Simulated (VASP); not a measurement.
# TaMnB4 (P6/mmm) in VASP: a series of runs, part 2 of 2

VASP 6.6.1. Earlier steps stand in the parts before.

**3. Single point, PBE, collinear spin, ferromagnetic start (8.95 Å³/atom)**

This run uses another cell than the first one, of 8.95 Å³/atom.

INCAR reads:

```
SYSTEM = TaMnB4
PREC = Accurate
ENCUT = 520
EDIFF = 1E-7
ISMEAR = 0
SIGMA = 0.1
LREAL = .False.
LASPH = .True.
NELM = 150
ALGO = Fast
ISIF = 2
LWAVE = .False.
LCHARG = .False.
ISPIN = 2
MAGMOM = 0 2.35 0 0 0 0
LORBIT = 11
LMAXMIX = 4
GGA = PE
NBANDS = 31
```

KPOINTS reads:

```
regular mesh
0
Gamma
  12 12 6
  0 0 0
```

POSCAR reads:

```
TaMnB4
1.0
    3.0913286356      0.0000000000      0.0000000000
   -1.5456643178      2.6771691299      0.0000000000
    0.0000000000      0.0000000000      6.4894932212
Ta Mn B
1 1 4
Direct
    0.0000000000      0.0000000000      0.5000000000
    0.0000000000      0.0000000000      0.0000000000
    0.3333333333      0.6666666667      0.7628909004
    0.3333333333      0.6666666667      0.2371090996
    0.6666666667      0.3333333333      0.7628909004
    0.6666666667      0.3333333333      0.2371090996
```

Potentials or basis: VASP PAW PBE potentials, release 64 (Ta_pv, Mn_pv, B).

Command:

```
$ cat potpaw_PBE.64/Ta_pv/POTCAR potpaw_PBE.64/Mn_pv/POTCAR potpaw_PBE.64/B/POTCAR > POTCAR
$ mpirun -np 1 vasp_std > vasp.out
```

OUTCAR:

```text
SYSTEM = TaMnB4
   PREC = Accurate
   ENCUT = 520
   EDIFF = 1E-7
   ISMEAR = 0
   LREAL = .False.
   LASPH = .True.
   NELM = 150
   ISIF = 2
   ISPIN = 2
   LORBIT = 11
   GGA = PE

 ion  position               nearest neighbor table
   1  0.000  0.000  0.500-   3 2.47   4 2.47   5 2.47   6 2.47   5 2.47   6 2.47   3 2.47   4 2.47
                             5 2.47   6 2.47   3 2.47   4 2.47   2 3.24   2 3.24
   2  0.000  0.000  0.000-   3 2.36   4 2.36   5 2.36   6 2.36   5 2.36   6 2.36   3 2.36   4 2.36
                             5 2.36   6 2.36   3 2.36   4 2.36   1 3.24   1 3.24
   3  0.333  0.667  0.763-   5 1.78   5 1.78   5 1.78   2 2.36   2 2.36   2 2.36   1 2.47   1 2.47
                             1 2.47
[... 1837 lines left out ...]
      0.00000      0.00000      3.24475        -0.000000      0.000000      0.000000
      0.00000      0.00000      0.00000        -0.000000      0.000000      0.000000
     -0.00000      1.78478      4.95078        -0.000000     -0.000000      0.003256
     -0.00000      1.78478      1.53872        -0.000000     -0.000000     -0.003256
      1.54566      0.89239      4.95078        -0.000000      0.000000      0.003256
      1.54566      0.89239      1.53872         0.000000      0.000000     -0.003256
 -----------------------------------------------------------------------------------
    total drift:                                0.000000      0.000000     -0.000000

  FREE ENERGIE OF THE ION-ELECTRON SYSTEM (eV)
  ---------------------------------------------------
  free  energy   TOTEN  =       -50.4744842517 eV

  energy  without entropy=      -50.4646070794  energy(sigma->0) =      -50.46954567

 total charge

# of ion       s       p       d       tot
------------------------------------------
    1        0.274   6.215   2.457   8.946
    2        0.243   6.285   5.204  11.731
    3        0.656   1.272   0.000   1.927
    4        0.656   1.272   0.000   1.927
    5        0.656   1.272   0.000   1.927
    6        0.656   1.272   0.000   1.927
--------------------------------------------------
tot          3.140  17.586   7.660  28.387

 magnetization (x)

# of ion       s       p       d       tot
------------------------------------------
    1       -0.001  -0.002  -0.050  -0.052
    2        0.012   0.017   2.422   2.451
    3       -0.002  -0.004   0.000  -0.006
    4       -0.002  -0.004   0.000  -0.006
    5       -0.002  -0.004   0.000  -0.006
    6       -0.002  -0.004   0.000  -0.006
--------------------------------------------------
tot          0.002  -0.001   2.373   2.373
```

OSZICAR:

```text
N       E                     dE             d eps       ncg     rms          rms(c)
DAV:   1     0.300208055458E+03    0.30021E+03   -0.18121E+04  9592   0.124E+03
DAV:   2    -0.418750402692E+02   -0.34208E+03   -0.32653E+03  9851   0.373E+02
DAV:   3    -0.589892350006E+02   -0.17114E+02   -0.16580E+02 11560   0.841E+01
[... 11 lines left out ...]
RMM:  15    -0.504744858685E+02   -0.14312E-04   -0.51805E-05 12862   0.386E-02    0.287E-02
RMM:  16    -0.504744841599E+02    0.17086E-05   -0.10696E-05 12509   0.156E-02    0.127E-02
RMM:  17    -0.504744841788E+02   -0.18894E-07   -0.20082E-06 12688   0.730E-03    0.434E-03
RMM:  18    -0.504744844042E+02   -0.22547E-06   -0.48188E-07 10585   0.340E-03    0.199E-03
RMM:  19    -0.504744842638E+02    0.14047E-06   -0.89388E-08  8029   0.144E-03    0.857E-04
RMM:  20    -0.504744842517E+02    0.12046E-07   -0.19731E-08  7115   0.742E-04
   1 F= -.50474484E+02 E0= -.50469546E+02  d E =-.987717E-02  mag=     2.3659
```

stdout:

```text
POSCAR found type information on POSCAR TaMnB
 POSCAR found :  3 types and       6 ions
 scaLAPACK will be used
 LDA part: xc-table for (Slater+PW92), standard interpolation
 POSCAR, INCAR and KPOINTS ok, starting setup
 FFT: planning ... GRIDC
 FFT: planning ... GRID_SOFT
 FFT: planning ... GRID
 WAVECAR not read
 entering main loop
WARNING in EDDRMM: call to ZHEGV failed, returncode =   8  4     28
WARNING in EDDRMM: call to ZHEGV failed, returncode =   8  4     31
```

It took 6.8 min on 1 thread of Oxide Virtual Turin-like, shared host; peak memory 0.3 GiB.

What came out:

```yaml
Free_energy: -50.4745 eV
Pressure: -12.8 GPa
Largest_force: 0.003 eV/Å
Net_moment: 2.37 μB per cell
Site_moments: Ta -0.05; Mn +2.45; B -0.01 μB
Valence_electrons_inside_the_program's_atomic_spheres: Ta 8.95; Mn 11.73; B 1.93
```

Forces in eV/Å, atoms in the order of the input:
```
Ta   0.000  0.000  0.000
Mn   0.000  0.000  0.000
B    0.000  0.000  0.003
B    0.000  0.000 -0.003
B    0.000  0.000  0.003
B    0.000  0.000 -0.003
```

Levels at points of the mesh, in eV from the Fermi level:
Spin up:
```
           k point  band 16  band 17  band 18  band 19  band 20  band 21  band 22  band 23
(0.00, 0.00, 0.00)    -1.95    -1.95    -1.50    -1.50    -0.88     0.41     0.41     2.27
(0.50, 0.00, 0.00)    -4.24    -1.51    -1.33    -1.32     1.55     1.58     2.04     3.68
(0.00, 0.00, 0.50)    -2.49    -2.47    -0.77    -0.21    -0.21    -0.12    -0.12     1.73
(0.50, 0.00, 0.50)    -4.01    -1.70    -1.51    -0.39     1.02     1.31     1.62     2.78
```
Spin down:
| k point | band 14 | band 15 | band 16 | band 17 | band 18 | band 19 | band 20 | band 21 |
| --- | --- | --- | --- | --- | --- | --- | --- | --- |
| (0.00, 0.00, 0.00) | -1.48 | -1.48 | -1.39 | -1.39 | -0.66 | -0.66 | 0.81 | 0.94 |
| (0.50, 0.00, 0.00) | -4.20 | -4.16 | -3.20 | 0.14 | 1.00 | 1.29 | 2.06 | 2.52 |
| (0.00, 0.00, 0.50) | -2.82 | -0.86 | -0.80 | -0.80 | -0.24 | -0.24 | -0.22 | 1.25 |
| (0.50, 0.00, 0.50) | -4.73 | -3.51 | -2.98 | 0.44 | 1.00 | 1.18 | 1.20 | 2.17 |

Caveat: the cell stands under tension; spin-orbit coupling is left out, which moves the levels of the heavy elements; a cell with one magnetic atom can't hold antiferromagnetic order, which such compounds often take.

**4. Single point, PBE, collinear spin, ferromagnetic start (9.29 Å³/atom)**

This run uses another cell than the first one, of 9.29 Å³/atom.

INCAR reads:

```
PREC = Accurate ; ENCUT = 520
EDIFF = 1E-6 ; ISMEAR = 0
SIGMA = 0.1 ; LREAL = F
LASPH = T ; NELM = 150
ALGO = Normal ; ISIF = 2
LWAVE = F ; LCHARG = F
ISPIN = 2 ; MAGMOM = 0 2.35 0 0 0 0
LORBIT = 11 ; LMAXMIX = 4
GGA = PE ; NBANDS = 31
```

KPOINTS reads:

```
regular mesh
0
Gamma
  12 12 6
```

POSCAR reads:

```
TaMnB4
1.0
    3.1126927228      0.0000000000      0.0000000000
   -1.5563463614      2.6956709721      0.0000000000
    0.0000000000      0.0000000000      6.6422536494
Ta Mn B
1 1 4
Direct
    0.0000000000      0.0000000000      0.5000000000
    0.0000000000      0.0000000000      0.0000000000
    0.3333333333      0.6666666667      0.7599706980
    0.3333333333      0.6666666667      0.2400293020
    0.6666666667      0.3333333333      0.7599706980
    0.6666666667      0.3333333333      0.2400293020
```

Command:

```
$ cat potpaw_PBE.64/Ta_pv/POTCAR potpaw_PBE.64/Mn_pv/POTCAR potpaw_PBE.64/B/POTCAR > POTCAR
$ mpirun -np 1 vasp_std > vasp.out
```

Run time: 3.4 min. Hardware: 1 thread of Oxide Virtual Turin-like, shared host; peak memory 0.31 GiB.

Results (log left out):

* Free energy: -50.2754 eV
* Pressure: -18.7 GPa
* Largest force: 0.003 eV/Å
* Net moment: 2.63 μB per cell
* Site moments: Ta -0.04; Mn +2.69; B -0.01 μB
* Valence electrons inside the program's atomic spheres: Ta 8.89; Mn 11.64; B 1.90

Forces on the atoms (eV/Å):
```
Ta   0.000  0.000  0.000
Mn   0.000  0.000  0.000
B    0.000  0.000  0.003
B    0.000  0.000 -0.003
B    0.000  0.000  0.003
B    0.000  0.000 -0.003
```

Levels at points of the mesh, in eV from the Fermi level:
Spin up:
| k point | band 17 | band 18 | band 19 | band 20 | band 21 | band 22 |
| --- | --- | --- | --- | --- | --- | --- |
| (0.00, 0.00, 0.00) | -1.98 | -1.39 | -1.39 | -1.09 | 0.37 | 0.37 |
| (0.50, 0.00, 0.00) | -1.59 | -1.47 | -1.46 | 1.24 | 1.34 | 1.95 |
| (0.00, 0.00, 0.50) | -2.50 | -0.87 | -0.25 | -0.25 | -0.13 | -0.13 |
| (0.50, 0.00, 0.50) | -1.81 | -1.59 | -0.62 | 0.96 | 1.20 | 1.30 |
Spin down:
| k point | band 14 | band 15 | band 16 | band 17 | band 18 | band 19 | band 20 | band 21 |
| --- | --- | --- | --- | --- | --- | --- | --- | --- |
| (0.00, 0.00, 0.00) | -1.36 | -1.36 | -1.12 | -1.12 | -0.50 | -0.50 | 0.72 | 0.96 |
| (0.50, 0.00, 0.00) | -4.07 | -4.01 | -2.93 | 0.23 | 1.14 | 1.32 | 1.96 | 2.42 |
| (0.00, 0.00, 0.50) | -2.52 | -0.94 | -0.52 | -0.52 | -0.18 | -0.15 | -0.15 | 1.21 |
| (0.50, 0.00, 0.50) | -4.49 | -3.44 | -2.74 | 0.48 | 1.07 | 1.14 | 1.21 | 2.24 |

Caveat: the cell stands under tension; spin-orbit coupling is left out, which moves the levels of the heavy elements; a cell with one magnetic atom can't hold antiferromagnetic order, which such compounds often take.

**5. Relaxation of cell and atoms, PBE, collinear spin, ferromagnetic start**

This run uses another cell than the first one, of 8.49 Å³/atom.

INCAR reads:

```
  ALGO = Normal
  EDIFF = 1E-6
  EDIFFG = -0.01
  ENCUT = 600
  GGA = PE
  IBRION = 2
  ISIF = 3
  ISMEAR = 0
  ISPIN = 2
  LASPH = T
  LCHARG = F
  LMAXMIX = 4
  LORBIT = 11
  LREAL = F
  LWAVE = F
  MAGMOM = 0 2.59 0 0 0 0
  NELM = 150
  NSW = 100
  PREC = Accurate
  SIGMA = 0.1
```

KPOINTS reads:

```
k-points
0
Gamma
  12 12 6
```

POSCAR reads:

```
TaMnB4
1.0
    3.0453268350      0.0000000000      0.0000000000
   -1.5226634175      2.6373304020      0.0000000000
    0.0000000000      0.0000000000      6.3440842264
Ta Mn B
1 1 4
Direct
    0.0000000000      0.0000000000      0.5000000000
    0.0000000000      0.0000000000      0.0000000000
    0.3333333333      0.6666666667      0.7646359668
    0.3333333333      0.6666666667      0.2353640332
    0.6666666667      0.3333333333      0.7646359668
    0.6666666667      0.3333333333      0.2353640332
```

Command:

```
$ cat potpaw_PBE.64/Ta_pv/POTCAR potpaw_PBE.64/Mn_pv/POTCAR potpaw_PBE.64/B/POTCAR > POTCAR
$ mpirun -np 1 vasp_std > vasp.out
```

Run time: 12 min. Hardware: 1 thread of Oxide Virtual Turin-like, shared host; peak memory 0.31 GiB.

It converged, with:

* Free energy: -50.6028 eV
* Relaxed volume: 8.46 Å³/atom
* Relaxed cell: a = 3.053 Å, b = 3.053 Å, c = 6.287 Å, α = 90.00°, β = 90.00°, γ = 120.00°
* Space group after relaxing (to 0.1 Å): P6/mmm (No. 191)
* Energy gained by relaxing: 0.7 meV/atom
* Ionic steps: 7
* Pressure after relaxing: 0.0 GPa
* Largest force after relaxing: 0.004 eV/Å
* Net moment: 2.19 μB per cell
* Site moments: Ta -0.04; Mn +2.24; B -0.00 μB
* Valence electrons inside the program's atomic spheres: Ta 9.05; Mn 11.87; B 1.99

Forces on the atoms (eV/Å):
```
Ta   0.000  0.000  0.000
Mn   0.000  0.000  0.000
B    0.000  0.000  0.004
B    0.000  0.000 -0.004
B    0.000  0.000  0.004
B    0.000  0.000 -0.004
```

Step by step:
| step | energy change (eV) | largest force (eV/Å) | pressure (GPa) | volume (Å³) |
| --- | --- | --- | --- | --- |
| 1 | 0.0000 | 0.0529 | -0.35 | 50.95 |
| 2 | -0.0028 | 0.0429 | 0.02 | 50.82 |
| 3 | -0.0036 | 0.0350 | 0.41 | 50.68 |
| 4 | -0.0037 | 0.0359 | 0.42 | 50.69 |
| 5 | -0.0036 | 0.0003 | -0.65 | 50.85 |
| 6 | -0.0038 | 0.0185 | -0.11 | 50.76 |
| 7 | -0.0039 | 0.0038 | -0.03 | 50.74 |

Final structure:
```yaml
crystal:
  lattice:
    - [3.05285, 0.00000, 0.00000]
    - [-1.52643, 2.64385, 0.00000]
    - [0.00000, 0.00000, 6.28654]
  atoms:
    - { symbol: Ta, position: [0.00000, 0.00000, 0.50000] }
    - { symbol: Mn, position: [0.00000, 0.00000, 0.00000] }
    - { symbol: B, position: [0.33333, 0.66667, 0.76582] }
    - { symbol: B, position: [0.33333, 0.66667, 0.23418] }
    - { symbol: B, position: [0.66667, 0.33333, 0.76582] }
    - { symbol: B, position: [0.66667, 0.33333, 0.23418] }
```

Levels at points of the mesh, in eV from the Fermi level:
Spin up:
| k point | band 17 | band 18 | band 19 | band 20 | band 21 | band 22 |
| --- | --- | --- | --- | --- | --- | --- |
| (0.00, 0.00, 0.00) | -1.93 | -1.62 | -1.62 | -0.57 | 0.51 | 0.51 |
| (0.50, 0.00, 0.00) | -1.42 | -1.18 | -1.14 | 1.91 | 2.07 | 2.21 |
| (0.00, 0.00, 0.50) | -2.31 | -0.60 | -0.30 | -0.30 | 0.08 | 0.08 |
| (0.50, 0.00, 0.50) | -1.55 | -1.41 | -0.10 | 1.15 | 1.54 | 2.07 |
Spin down:
```
           k point  band 15  band 16  band 17  band 18  band 19  band 20
(0.00, 0.00, 0.00)    -1.68    -1.59    -1.59    -0.79    -0.79     1.01
(0.50, 0.00, 0.00)    -4.27    -3.53     0.13     0.89     1.30     2.24
(0.00, 0.00, 0.50)    -1.07    -1.07    -0.69    -0.31    -0.31    -0.24
(0.50, 0.00, 0.50)    -3.54    -3.28     0.46     0.90     1.29     1.41
```

Caveat: spin-orbit coupling is left out, which moves the levels of the heavy elements; a cell with one magnetic atom can't hold antiferromagnetic order, which such compounds often take.

**6. The runs side by side**

| task | cell | cutoff (eV) | gap on the mesh (eV) | pressure (GPa) | moment (μB) |
| --- | --- | --- | --- | --- | --- |
| relaxation of shape and atoms at fixed volume | relaxed from a = 2.976, b = 2.976, c = 6.011 Å, angles 90.0, 90.0, 120.0°, 6 atoms, atomic positions A | 600 | none | 29.6 | 1.80 |
| single point | a = 3.091, b = 3.091, c = 6.489 Å, angles 90.0, 90.0, 120.0°, 6 atoms, atomic positions B | 520 | none | -12.8 | 2.37 |
| single point | a = 3.113, b = 3.113, c = 6.642 Å, angles 90.0, 90.0, 120.0°, 6 atoms, atomic positions C | 520 | none | -18.7 | 2.63 |
| relaxation of cell and atoms | relaxed from a = 3.045, b = 3.045, c = 6.344 Å, angles 90.0, 90.0, 120.0°, 6 atoms, atomic positions D | 600 | none | 0.0 | 2.19 |

Alike in all rows: level PBE; potentials or basis VASP PAW PBE potentials, release 64 (Ta_pv, Mn_pv, B); spin collinear, ferromagnetic start; k mesh 12 × 12 × 6; smearing gaussian 0.1 eV.

Caveats: spin-orbit coupling is left out, which moves the levels of the heavy elements; a cell with one magnetic atom can't hold antiferromagnetic order, which such compounds often take; the cell stands under tension (at least some runs).

Total energies depend on the potentials used, so only differences within one code and one set of settings carry meaning.
